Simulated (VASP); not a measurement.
Here is a VASP 6.6.1 calculation.

INCAR

```
SYSTEM = Bi
PREC = Accurate
ENCUT = 520
EDIFF = 1E-8
ISMEAR = -1
SIGMA = 0.03
LREAL = .False.
LASPH = .True.
NELM = 60
ALGO = Normal
ISIF = 2
LWAVE = .False.
LCHARG = .False.
LEFG = .True.
NBANDS = 22
```

KPOINTS

```
Automatic mesh
0
Gamma
  11 11 11
  0 0 0
```

File POSCAR:

```
Bi
1.0
    2.2957296752      1.3254401460      3.9540000000
   -2.2957296752      1.3254401460      3.9540000000
    0.0000000000     -2.6508802918      3.9540000000
Bi
2
Direct
    0.2338900000      0.2338900000      0.2338900000
    0.7661100000      0.7661100000      0.7661100000
```

Potentials or basis: VASP PAW LDA potentials, release 64 (Bi_d).

Command:

```sh
$ cat potpaw_LDA.64/Bi_d/POTCAR > POTCAR
$ mpirun -np 1 vasp_std > vasp.out
```

**Question.** Estimate the band gap on the k mesh.

**Answer.** Zero (band 15 reaches 5.73 eV, above the bottom of band 16 at 5.69 eV).

**Question.** Predict the pressure.

**Answer.** -2.7 GPa.

**Question.** Estimate the largest force.

**Answer.** 0.008 eV/Å.

Electric field gradients, principal values (V/Å²):
```
atom   least  middle  greatest (by size)
1 Bi  18.863  18.863             -37.727
2 Bi  18.863  18.863             -37.727
```

Caveat: the cell differs from its parent crystal (equal xx and yy strain of +1 %); without QUAD_EFG the Cq values of the log hold for a quadrupole moment of 1 mb, not for the nuclei; spin-orbit coupling is left out, which moves the levels of the heavy elements.
